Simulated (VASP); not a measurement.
Runs of VASP 6.6.1 on RbSnH3. The structure is that of space group Pm-3m (No. 221), or close to it. The cells are those of the table. 

| cell | gap on the mesh (eV) | pressure (GPa) |
| --- | --- | --- |
| a = 4.649 Å, 5 atoms | none | -3.5 |
| a = 4.347 Å, 5 atoms | none | 0.3 |
| a = 4.700 Å, 5 atoms | none | (a) |
| a = 4.411 Å, 5 atoms | none | -1.1 |

Alike in all rows: task single point; level PBEsol; potentials or basis VASP PAW PBE potentials, release 64 (Rb_sv, Sn_d, H); no spin polarisation; k mesh 4 × 4 × 4; cutoff (eV) 500; smearing gaussian 0.05 eV.

**Question.** Fill in the values left out.

**Answer.** (a) -3.9.

Caveats: some runs use coarse meshes; the PAW data sets were made with another functional, which shifts forces and pressure a little; spin-orbit coupling is left out, which moves the levels of the heavy elements; the cell stands under tension (at least some runs).

A k mesh can miss the band edges, and the runs leave out spin-orbit coupling on Rb, Sn.

A gap of «none» marks levels without a gap at the run's occupations.
